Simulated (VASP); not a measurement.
MoS2, 3 atoms in the cell. The structure is trigonal, space group R3m (No. 160). The conventional cell has a = 3.175 Å, b = 3.175 Å, c = 18.582 Å, α = 90.00°, β = 90.00°, γ = 120.00°. Mo (site symmetry 3m) has 6 S at 2.40 Å and 6 Mo at 3.18 Å within 3.2 Å. Within 3.2 Å of S (site symmetry 3m) lie 3 Mo at 2.40 Å and 7 S at 3.11 to 3.18 Å. Within 3.2 Å of S (site symmetry 3m) lie 3 Mo at 2.40 Å and 7 S at 3.11 to 3.18 Å. 

| Quantity | Value |
| --- | --- |
| Program | VASP 6.6.1 |
| Task | single point |
| Functional | LDA |
| Potentials or basis | VASP PAW LDA potentials, release 64 (Mo_sv, S) |
| Cutoff | 520 eV |
| k mesh | 10 × 10 × 10 |
| Occupations | gaussian, width 0.01 eV |
| Spin | no spin polarisation |
| Dipole correction | no |
| Further INCAR settings | ALGO = Normal; EDIFF = 1e-07; NBANDS = 20 |

Potentials or basis: VASP PAW LDA potentials, release 64 (Mo_sv, S).

The run is started by

```sh
$ cat potpaw_LDA.64/Mo_sv/POTCAR potpaw_LDA.64/S/POTCAR > POTCAR
$ mpirun -np 1 vasp_std > vasp.out
```

Hardware: 1 thread of Intel(R) Xeon(R) Platinum 8375C CPU @ 2.90GHz (Ice Lake), on a shared host.

Estimate the wall time of this run.

It took 6.3 min on 1 thread of Intel(R) Xeon(R) Platinum 8375C CPU @ 2.90GHz (Ice Lake), with other jobs on the host, peak memory 0.33 GiB. Counts: scf iterations 15, k points 116.
